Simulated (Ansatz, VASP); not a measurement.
One calculation of BaTiO3, two programs

File POSCAR:

```
BaTiO3
1.0
    4.0073000000      0.0000000000      0.0000000000
    0.0000000000      4.0073000000      0.0000000000
    0.0000000000      0.0000000000      4.0073000000
Ba Ti O
1 1 3
Direct
    0.5090294500      0.4552911200      0.5066787400
    0.9437351000      0.0699797700      0.9543125000
    0.5205349200      0.0068319800      0.0554319400
    0.0126470200      0.4919678200      0.0527235900
    0.0140535100      0.9759293100      0.4308532400
```

File INCAR.step1:

```
ALGO     = Normal         # electronic algorithm
EDIFF    = 1E-4           # SCF threshold, eV
ENCUT    = 520            # plane-wave cutoff, eV
GGA      = PE             # functional
ISMEAR   = -1             # smearing method
LASPH    = T              # aspherical terms in the spheres
LCHARG   = F              # write CHGCAR
LREAL    = F              # projectors in reciprocal space
LWAVE    = T              # write WAVECAR
NBANDS   = 28             # bands
NELM     = 100            # most SCF steps
PREC     = Accurate       # precision mode
SIGMA    = 0.05           # smearing width, eV
```

Contents of INCAR.step2:

```
ALGO     = Normal         # electronic algorithm
EDIFF    = 1E-6           # SCF threshold, eV
ENCUT    = 520            # plane-wave cutoff, eV
ISIF     = 2              # what is computed and relaxed
ISMEAR   = -1             # smearing method
ISTART   = 1            
LASPH    = T              # aspherical terms in the spheres
LCHARG   = F              # write CHGCAR
LMIXTAU  = T            
LREAL    = F              # projectors in reciprocal space
LWAVE    = F              # write WAVECAR
METAGGA  = R2SCAN         # meta-GGA
NBANDS   = 28             # bands
NELM     = 100            # most SCF steps
PREC     = Accurate       # precision mode
SIGMA    = 0.05           # smearing width, eV
```

File KPOINTS:

```
k-points
0
Gamma
  7 7 7
```

input.yaml

```yaml
crystal:
  lattice:
    - [4.0073, 0.0, 0.0]
    - [0.0, 4.0073, 0.0]
    - [0.0, 0.0, 4.0073]
  atoms:
    - { symbol: Ba, position: [0.50902945, 0.45529112, 0.50667874] }
    - { symbol: Ti, position: [0.9437351, 0.06997977, 0.9543125] }
    - { symbol: O, position: [0.52053492, 0.00683198, 0.05543194] }
    - { symbol: O, position: [0.01264702, 0.49196782, 0.05272359] }
    - { symbol: O, position: [0.01405351, 0.97592931, 0.43085324] }
hamiltonian:
  xc: r2scan
  pseudopotentials: { kind: paw }
kpoints:
  mp_grid: { grid: [7, 7, 7] }
  band_path:
    path:
      - [[0.0, 0.0, 0.0], [0.0, 0.5, 0.0], [0.5, 0.5, 0.0], [0.0, 0.0, 0.0], [0.5, 0.5, 0.5], [0.0, 0.5, 0.0]]
      - [[0.5, 0.5, 0.0], [0.5, 0.5, 0.5]]
    npoints: 14
scf:
  occupations: { method: fermi_dirac, width: 0.05 }
  n_extra_bands: 12
output:
  forces: true
  stress: true
  eigenvalues: true
  fatbands: true
```

Alike in both runs: functional r2SCAN; k mesh 7 × 7 × 7; occupations fermi-dirac, width 0.05 eV; no spin polarisation.

```csv
,VASP,Ansatz
version,VASP 6.6.1,Ansatz 0.2.0
potentials or method,"VASP PAW PBE potentials, release 64 (Ba_sv, Ti_sv, O)",Ansatz PAW
plane-wave cutoff (eV),520,500
valence electrons in the cell,40,40
task,single point,band structure
```

```tsv
	VASP	Ansatz	Ansatz less VASP
gap on the k mesh at the Fermi level (eV)	3.13	3.15	+0.024
least direct gap on the mesh (eV)	3.31	3.33	+0.024
pressure (GPa)	11.4	9.0	-2.37
traceless stress, the component that is largest in VASP (GPa)	-8.74	-8.56	+0.182
rms of the force components (eV/Å)	1.961	1.892	-0.0693
```

VASP's potentials were made for PBE, not for r2SCAN. Atom by atom the forces differ by 0.128 eV/Å (rms over components). The functional is the same, so the differences come from potentials, cutoffs and numerics.

Neither program's run includes spin-orbit coupling.
